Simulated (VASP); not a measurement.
# CdSe in VASP: notebook

CdSe is run at these levels: LDA; tasks: single point.

Program: VASP 6.6.1. These are calculated values, not measurements. Logs are shortened: lines on timing, memory, paths and dates and some standing lists are left out, and cuts for length are marked.

**1. The cell of the first run**

The structure is tetragonal, space group I-4m2 (No. 119). Conventional cell: a = 4.342 Å, b = 4.342 Å, c = 6.325 Å, α = 90.00°, β = 90.00°, γ = 90.00°. Within 3.5 Å of Cd (site symmetry -4m2) lie 4 Se at 2.69 Å. Se (site symmetry -4m2) has 4 Cd at 2.69 Å within 3.5 Å.

**2. Single point, LDA (zz strain of +3 %)**

The input, INCAR:

```
SYSTEM = CdSe
PREC     = Accurate       ! precision mode
ENCUT    = 520            ! plane-wave cutoff, eV
EDIFF    = 1E-7           ! SCF threshold, eV
ISMEAR   = -1             ! smearing method
SIGMA    = 0.03           ! smearing width, eV
LREAL    = .False.        ! projectors in reciprocal space
LASPH    = .True.         ! aspherical terms in the spheres
NELM     = 100            ! most SCF steps
ALGO     = Normal         ! electronic algorithm
ISIF     = 2              ! what is computed and relaxed
LWAVE    = .False.        ! write WAVECAR
LCHARG   = .False.        ! write CHGCAR
NBANDS   = 16             ! bands
```

The input, KPOINTS:

```
Automatic mesh
0
Gamma
  8 8 8
  0 0 0
```

The input, POSCAR:

```
CdSe
1.0
    0.0000000000      3.0702711986      3.1623793346
    3.0702711986      0.0000000000      3.1623793346
    3.0702711986      3.0702711986      0.0000000000
Cd Se
1 1
Direct
    0.0000000000      0.0000000000      0.0000000000
    0.2500000000      0.2500000000      0.2500000000
```

Potentials or basis: VASP PAW LDA potentials, release 64 (Cd, Se).

Command:

```
> cat potpaw_LDA.64/Cd/POTCAR potpaw_LDA.64/Se/POTCAR > POTCAR
> mpirun -np 1 vasp_std > vasp.out
```

OUTCAR:

```text
SYSTEM = CdSe
   PREC = Accurate
   ENCUT = 520
   EDIFF = 1E-7
   ISMEAR = -1
   LREAL = .False.
   LASPH = .True.
   NELM = 100
   ISIF = 2

 ion  position               nearest neighbor table
   1  0.000  0.000  0.000-   2 2.69   2 2.69   2 2.69   2 2.69
   2  0.250  0.250  0.250-   1 2.69   1 2.69   1 2.69   1 2.69

  LATTYP: Found a body centered tetragonal cell.
 ALAT       =     4.3420191692
 C/A-ratio  =     1.4566399693

  Lattice vectors:

 A1 = (  -3.0702711986,   0.0000000000,   3.1623793346)
 A2 = (   3.0702711986,   0.0000000000,   3.1623793346)
 A3 = (   0.0000000000,   3.0702711986,  -3.1623793346)

Analysis of symmetry for initial positions (statically):
=====================================================================
 Subroutine PRICEL returns:
 Original cell was already a primitive cell.

 Routine SETGRP: Setting up the symmetry group for a
 body centered tetragonal supercell.

 Subroutine GETGRP returns: Found  8 space group operations
 (whereof  8 operations were pure point group operations)
 out of a pool of 16 trial point group operations.

The static configuration has the point symmetry D_2d.

Analysis of symmetry for dynamics (positions and initial velocities):
=====================================================================
 Subroutine PRICEL returns:
 Original cell was already a primitive cell.

 Routine SETGRP: Setting up the symmetry group for a
 body centered tetragonal supercell.

 Subroutine GETGRP returns: Found  8 space group operations
 (whereof  8 operations were pure point group operations)
 out of a pool of 16 trial point group operations.

The dynamic configuration has the point symmetry D_2d.

 Subroutine INISYM returns: Found  8 space group operations
 (whereof  8 operations are pure point group operations),
 and found     1 'primitive' translations

----------------------------------------------------------------------------------------

                                     Primitive cell

  volume of cell :      59.6208

  direct lattice vectors                    reciprocal lattice vectors
     0.000000000  3.070271199  3.162379335    -0.162852063  0.162852063  0.158108799
     3.070271199  0.000000000  3.162379335     0.162852063 -0.162852063  0.158108799
     3.070271199  3.070271199  0.000000000     0.162852063  0.162852063 -0.158108799

  length of vectors
     4.407630689  4.407630689  4.342019169     0.279356370  0.279356370  0.279356370

  position of ions in fractional coordinates (direct lattice)
     0.000000000  0.000000000  0.000000000
     0.250000000  0.250000000  0.250000000

  ion indices of the primitive-cell ions
   primitive index   ion index
                 1           1
                 2           2

----------------------------------------------------------------------------------------

 KPOINTS: Automatic mesh

Automatic generation of k-mesh.
 Grid dimensions read from file:
 generate k-points for:    8    8    8

 Generating k-lattice:

  Cartesian coordinates                     Fractional coordinates (reciprocal lattice)
    -0.020356508  0.020356508  0.019763600     0.125000000  0.000000000  0.000000000
     0.020356508 -0.020356508  0.019763600     0.000000000  0.125000000  0.000000000
     0.020356508  0.020356508 -0.019763600     0.000000000  0.000000000  0.125000000

  Length of vectors
     0.034919546  0.034919546  0.034919546

  Shift w.r.t. Gamma in fractional coordinates (k-lattice)
     0.000000000  0.000000000  0.000000000

 Subroutine IBZKPT returns following result:
 ===========================================

 Found     59 irreducible k-points:

 Following reciprocal coordinates:
            Coordinates               Weight
  0.000000  0.000000  0.000000      1.000000
  0.125000  0.000000  0.000000      8.000000
  0.250000  0.000000  0.000000      8.000000
  0.375000  0.000000  0.000000      8.000000
  0.500000  0.000000  0.000000      4.000000
  0.125000  0.125000  0.000000      2.000000
[... 16 lines left out ...]
  0.250000  0.000000  0.125000     16.000000
  0.375000  0.000000  0.125000     16.000000
 [... further k-points ...]
   k-points           NKPTS =     59   k-points in BZ     NKDIM =     59   number of bands    NBANDS=     16
   number of dos      NEDOS =    301   number of ions     NIONS =      2
   total plane-waves  NPLWV =  41472
   dimension x,y,z NGX =    36 NGY =   36 NGZ =   32
   dimension x,y,z NGXF=    72 NGYF=   72 NGZF=   64
   ions per type =               1   1
   NGX,Y,Z   is equivalent  to a cutoff of  13.58, 13.58, 12.25 a.u.
   NGXF,Y,Z  is equivalent  to a cutoff of  27.16, 27.16, 24.50 a.u.
 SYSTEM =  CdSe
   PREC   = accura    normal or accurate (medium, high low for compatibility)
   ISTART =      0    job   : 0-new  1-cont  2-samecut
   ICHARG =      2    charge: 1-file 2-atom 10-const
   ISPIN  =      1    spin polarized calculation?
   LNONCOLLINEAR =      F non collinear calculations
   LSORBIT =      F    spin-orbit coupling
   LASPH  =      T    aspherical Exc in radial PAW
   ENCUT  =  520.0 eV  38.22 Ry    6.18 a.u.   8.20  8.20  8.07*2*pi/ulx,y,z
   NELM   =    100;   NELMIN=  2; NELMDL= -5     # of ELM steps
   EDIFF  = 0.1E-06   stopping-criterion for ELM
   LREAL  =      F    real-space projection
   EDIFFG = 0.1E-05   stopping-criterion for IOM
   NSW    =      0    number of steps for IOM
   IBRION =     -1    ionic relax: 0-MD 1-quasi-New 2-CG
   NFREE  =      0    steps in history (QN), initial steepest desc. (CG)
   ISIF   =      2    stress and relaxation
   ISYM   =      2    0-nonsym 1-usesym 2-fastsym
   POTIM  = 0.5000    time-step for ionic-motion
   TEBEG  =    0.0;   TEEND  =   0.0 temperature during run
   PSTRESS=    0.0 pullay stress
   NELECT =      18.0000    total number of electrons
   NUPDOWN=      -1.0000    fix difference up-down
   EMIN   =  10.00;   EMAX   =-10.00  energy-range for DOS
   EFERMI =   0.00;   METHOD = LEGACY
   ISMEAR =    -1;   SIGMA  =   0.03  broadening in eV -4-tet -1-fermi 0-gaus
   EFERMI_NEDOS =   21; number of points for ismear=-14 and -15
   IALGO  =     38    algorithm
   IMIX   =      4    mixing-type and parameters
     AMIX     =   0.40;   BMIX     =  1.00
     AMIX_MAG =   1.60;   BMIX_MAG =  1.00
  volume/ion in A,a.u.               =      29.81       201.17
  Fermi-wavevector in a.u.,A,eV,Ry     =   1.098247  2.075385 16.410606  1.206146
  Thomas-Fermi vector in A             =   2.234621
   LORBIT       =      0    0 simple, 1 ext, 2 COOP (PROOUT), +10 PAW based schemes
   GGA     = CA    functional components
   LHFCALC =     F    Hartree Fock is set to
   AEXX    =    0.0000 exact exchange contribution
   IVDW    =     0    specifies the selected vdW correction
   LEPSILON=     F    determine dielectric tensor
   LRPA    =     F    only Hartree local field effects (RPA)
 non-spin polarized calculation
  energy-cutoff  :      520.00
  volume of cell :       59.62
 maximum number of plane-waves:      1628
 NGX is ok and might be reduce to    36
   NGX = 17   NGY = 17   NGZ = 17

 number of electron      17.9999999 magnetization

 Free energy of the ion-electron system (eV)
  ---------------------------------------------------
  ext. energy  EPLUGINS =         0.00000000
  ---------------------------------------------------
  free energy    TOTEN  =        -6.69107328 eV

  energy without entropy =       -6.69102415  energy(sigma->0) =       -6.69104871

 E-fermi :   0.5034     XC(G=0):  -9.0372

 val. band max:        0.3849073095   @ k =   0.0000   0.0000   0.0000
 cond. band min:       0.5959957436   @ k =   0.0000   0.0000   0.0000
 fundamental gap:      0.2110884341
 Fermi energy:         0.5034144394

 k-point     1 :       0.0000    0.0000    0.0000
  band No.  band energies     occupation
      1     -11.9811      2.00000
      2      -7.4197      2.00000
      3      -7.4075      2.00000
      4      -7.4075      2.00000
      5      -7.0955      2.00000
      6      -7.0889      2.00000
[... 8 lines left out ...]
     15      11.0581      0.00000
     16      11.5256      0.00000

 k-point     2 :       0.1250    0.0000    0.0000
  band No.  band energies     occupation
      1     -11.9335      2.00000
      2      -7.4019      2.00000
      3      -7.3927      2.00000
      4      -7.3672      2.00000
      5      -7.0954      2.00000
      6      -7.0905      2.00000
[... 8 lines left out ...]
     15      10.4519      0.00000
     16      10.6693      0.00000

 k-point     3 :       0.2500    0.0000    0.0000
  band No.  band energies     occupation
      1     -11.8171      2.00000
      2      -7.3695      2.00000
      3      -7.3600      2.00000
      4      -7.2237      2.00000
      5      -7.0902      2.00000
      6      -7.0901      2.00000
[... 8 lines left out ...]
     15      10.3216      0.00000
     16      10.3276      0.00000

 k-point     4 :       0.3750    0.0000    0.0000
  band No.  band energies     occupation
      1     -11.6994      2.00000
      2      -7.3450      2.00000
      3      -7.3335      2.00000
      4      -7.0824      2.00000
      5      -7.0784      2.00000
      6      -6.9874      2.00000
[... 8 lines left out ...]
     15      11.0564      0.00000
     16      11.1279      0.00000

 k-point     5 :       0.5000    0.0000    0.0000
  band No.  band energies     occupation
      1     -11.6504      2.00000
      2      -7.3373      2.00000
      3      -7.3249      2.00000
      4      -7.0764      2.00000
      5      -7.0689      2.00000
      6      -6.8429      2.00000
[... 8 lines left out ...]
     15      12.1196      0.00000
     16      12.2663      0.00000

 k-point     6 :       0.1250    0.1250    0.0000
  band No.  band energies     occupation
      1     -11.9196      2.00000
      2      -7.3798      2.00000
      3      -7.3787      2.00000
      4      -7.3787      2.00000
      5      -7.1059      2.00000
      6      -7.0824      2.00000
[... 8 lines left out ...]
     15      10.7332      0.00000
     16      11.6523      0.00000

 k-point     7 :       0.2500    0.1250    0.0000
  band No.  band energies     occupation
      1     -11.8276      2.00000
      2      -7.3620      2.00000
      3      -7.3443      2.00000
      4      -7.2689      2.00000
      5      -7.1087      2.00000
      6      -7.0771      2.00000
[... 8 lines left out ...]
     15      11.3114      0.00000
     16      11.4406      0.00000

 k-point     8 :       0.3750    0.1250    0.0000
  band No.  band energies     occupation
      1     -11.7105      2.00000
      2      -7.3392      2.00000
      3      -7.3144      2.00000
      4      -7.1221      2.00000
      5      -7.0722      2.00000
      6      -7.0318      2.00000
[... 8 lines left out ...]
     15      11.0658      0.00000
     16      11.6765      0.00000

 k-point     9 :       0.5000    0.1250    0.0000
  band No.  band energies     occupation
      1     -11.6374      2.00000
      2      -7.3273      2.00000
      3      -7.3042      2.00000
      4      -7.0902      2.00000
      5      -7.0739      2.00000
      6      -6.8369      2.00000
[... 8 lines left out ...]
     15      11.4097      0.00000
     16      12.2138      0.00000
[... 172 lines left out ...]
 k-point    19 :       0.5000    0.3750    0.0000
  band No.  band energies     occupation
      1     -11.5706      2.00000
      2      -7.2484      2.00000
      3      -7.2071      2.00000
      4      -7.1818      2.00000
      5      -7.0525      2.00000
      6      -6.8161      2.00000
[... 8 lines left out ...]
     15      12.7768      0.00000
     16      13.1353      0.00000

 k-point    20 :      -0.3750    0.3750    0.0000
  band No.  band energies     occupation
      1     -11.5614      2.00000
      2      -7.2736      2.00000
      3      -7.2224      2.00000
      4      -7.1438      2.00000
      5      -7.0696      2.00000
      6      -6.7276      2.00000
[... 8 lines left out ...]
     15      11.7121      0.00000
     16      13.7215      0.00000

 k-point    21 :       0.5000    0.5000    0.0000
  band No.  band energies     occupation
      1     -11.5560      2.00000
      2      -7.2335      2.00000
      3      -7.1891      2.00000
      4      -7.1891      2.00000
      5      -7.0444      2.00000
      6      -6.8142      2.00000
[... 8 lines left out ...]
     15      12.7606      0.00000
     16      13.1763      0.00000

 k-point    22 :       0.1250    0.0000    0.1250
  band No.  band energies     occupation
      1     -11.9167      2.00000
      2      -7.3906      2.00000
      3      -7.3785      2.00000
      4      -7.3688      2.00000
      5      -7.0999      2.00000
      6      -7.0860      2.00000
[... 8 lines left out ...]
     15      10.8415      0.00000
     16      11.3040      0.00000

 k-point    23 :       0.2500    0.0000    0.1250
  band No.  band energies     occupation
      1     -11.8228      2.00000
      2      -7.3626      2.00000
      3      -7.3480      2.00000
      4      -7.2680      2.00000
      5      -7.1004      2.00000
      6      -7.0780      2.00000
[... 8 lines left out ...]
     15      11.0563      0.00000
     16      11.5026      0.00000

 k-point    24 :       0.3750    0.0000    0.1250
  band No.  band energies     occupation
      1     -11.7059      2.00000
      2      -7.3364      2.00000
      3      -7.3193      2.00000
      4      -7.1348      2.00000
      5      -7.0708      2.00000
      6      -7.0125      2.00000
[... 8 lines left out ...]
     15      11.0962      0.00000
     16      11.7272      0.00000

 [... further k-points ...]
[... 5 lines left out ...]
  --------------------------------------------------------------------------------------
  -------------------------------------------------------------------------------------
  Total       -1.4421219     -1.4421219     -1.7025173      0.0000000      0.0000000     -0.0000000
  in kB      -38.7538730    -38.7538730    -45.7514307      0.0000000      0.0000000     -0.0000000
  external PRESSURE =     -41.0863923 kB  Pullay stress =       0.0000000 kB

 VOLUME and BASIS-vectors are now :
 -----------------------------------------------------------------------------
  energy-cutoff  :      520.00
  volume of cell :       59.62
      direct lattice vectors                 reciprocal lattice vectors
     0.000000000  3.070271199  3.162379335    -0.162852063  0.162852063  0.158108799
     3.070271199  0.000000000  3.162379335     0.162852063 -0.162852063  0.158108799
     3.070271199  3.070271199  0.000000000     0.162852063  0.162852063 -0.158108799

 POSITION                                       TOTAL-FORCE (eV/Angst)
 -----------------------------------------------------------------------------------
      0.00000      0.00000      0.00000         0.000000      0.000000      0.000000
      1.53514      1.53514      1.58119        -0.000000     -0.000000     -0.000000
 -----------------------------------------------------------------------------------
    total drift:                                0.000002      0.000002     -0.000000

  FREE ENERGIE OF THE ION-ELECTRON SYSTEM (eV)
  ---------------------------------------------------
  free  energy   TOTEN  =        -6.6910732754 eV

  energy  without entropy=       -6.6910241504  energy(sigma->0) =       -6.69104871
```

It took 42 s on 1 thread of Intel Xeon 6975P-C, shared host; peak memory 0.2 GiB.

What came out:

- Free energy: -6.6911 eV
- Pressure: -4.1 GPa
- Band gap on the k mesh: 0.21 eV, direct

Caveat: the cell differs from its parent crystal (zz strain of +3 %).

**3. Single point, LDA (equal xx and yy strain of +2 %)**

The input, INCAR:

```
  ALGO = Normal
  EDIFF = 1E-7
  ENCUT = 520
  GGA = CA
  ISIF = 2
  ISMEAR = -1
  LASPH = True
  LCHARG = True
  LELF = True
  LREAL = False
  LVHAR = True
  LWAVE = False
  NBANDS = 16
  NELM = 80
  PREC = Accurate
  SIGMA = 0.03
```

The input, KPOINTS:

```
k-points
0
Gamma
  8 8 8
```

The input, POSCAR:

```
CdSe
1.0
    0.0000000000      3.1316766226      3.0702711986
    3.1316766226      0.0000000000      3.0702711986
    3.1316766226      3.1316766226      0.0000000000
Cd Se
1 1
Direct
    0.0000000000      0.0000000000      0.0000000000
    0.2500000000      0.2500000000      0.2500000000
```

Potentials or basis: VASP PAW LDA potentials, release 64 (Cd, Se).

Command:

```
> cat potpaw_LDA.64/Cd/POTCAR potpaw_LDA.64/Se/POTCAR > POTCAR
> mpirun -np 1 vasp_std > vasp.out
```

OUTCAR:

```text
EDIFF = 1E-7
   ENCUT = 520
   GGA = CA
   ISIF = 2
   ISMEAR = -1
   LASPH = True
   LREAL = False
   NELM = 80
   PREC = Accurate

 ion  position               nearest neighbor table
   1  0.000  0.000  0.000-   2 2.69   2 2.69   2 2.69   2 2.69
   2  0.250  0.250  0.250-   1 2.69   1 2.69   1 2.69   1 2.69

  LATTYP: Found a body centered tetragonal cell.
 ALAT       =     4.4288595526
 C/A-ratio  =     1.3864838847

  Lattice vectors:

 A1 = (   0.0000000000,  -3.1316766226,  -3.0702711986)
 A2 = (   0.0000000000,   3.1316766226,  -3.0702711986)
[... 624 lines left out ...]
      3      -7.3668      2.00000
      4      -7.1820      2.00000
      5      -7.1286      2.00000
      6      -7.0797      2.00000
[... 8 lines left out ...]
     15      10.9714      0.00000
     16      11.5942      0.00000

 [... further k-points ...]
[... 5 lines left out ...]
  --------------------------------------------------------------------------------------
  -------------------------------------------------------------------------------------
  Total       -1.7337971     -1.7337971     -1.5683766      0.0000000      0.0000000      0.0000000
  in kB      -46.1262661    -46.1262661    -41.7253869      0.0000000      0.0000000      0.0000000
  external PRESSURE =     -44.6593064 kB  Pullay stress =       0.0000000 kB

 VOLUME and BASIS-vectors are now :
 -----------------------------------------------------------------------------
  energy-cutoff  :      520.00
  volume of cell :       60.22
      direct lattice vectors                 reciprocal lattice vectors
     0.000000000  3.131676623  3.070271199    -0.159658886  0.159658886  0.162852063
     3.131676623  0.000000000  3.070271199     0.159658886 -0.159658886  0.162852063
     3.131676623  3.131676623  0.000000000     0.159658886  0.159658886 -0.162852063

 POSITION                                       TOTAL-FORCE (eV/Angst)
 -----------------------------------------------------------------------------------
      0.00000      0.00000      0.00000         0.000000      0.000000      0.000000
      1.56584      1.56584      1.53514        -0.000000     -0.000000      0.000000
 -----------------------------------------------------------------------------------
    total drift:                                0.000000      0.000000     -0.000000

  FREE ENERGIE OF THE ION-ELECTRON SYSTEM (eV)
  ---------------------------------------------------
  free  energy   TOTEN  =        -6.6764679122 eV

  energy  without entropy=       -6.6764113341  energy(sigma->0) =       -6.67643962
```

Run time: 61 s. Hardware: 1 thread of Intel Xeon 6975P-C, shared host; peak memory 0.21 GiB.

Results:

```yaml
Free_energy: -6.6765 eV
Pressure: -4.5 GPa
Band_gap_on_the_k_mesh: 0.19 eV, direct
```

Levels at points of the mesh, in eV from the valence-band top:
| k point | band 5 | band 6 | band 7 | band 8 | band 9 | band 10 | band 11 | band 12 | band 13 | band 14 |
| --- | --- | --- | --- | --- | --- | --- | --- | --- | --- | --- |
| (0.00, 0.00, 0.00) | -7.47 | -7.46 | -0.06 | -0.06 | 0.00 | 0.19 | 5.74 | 5.75 | 5.75 | 9.18 |
| (0.50, 0.00, 0.00) | -7.44 | -7.22 | -4.13 | -0.75 | -0.67 | 2.06 | 6.18 | 6.32 | 6.95 | 9.55 |
| (0.50, 0.50, 0.00) | -7.42 | -7.15 | -3.83 | -1.75 | -1.75 | 2.98 | 3.39 | 8.64 | 9.56 | 9.56 |
| (0.50, 0.00, 0.50) | -7.42 | -7.18 | -3.94 | -1.69 | -1.66 | 3.03 | 3.54 | 8.47 | 9.48 | 9.68 |

Caveat: the cell differs from its parent crystal (equal xx and yy strain of +2 %).

(Part 1 of 2 ends here.)
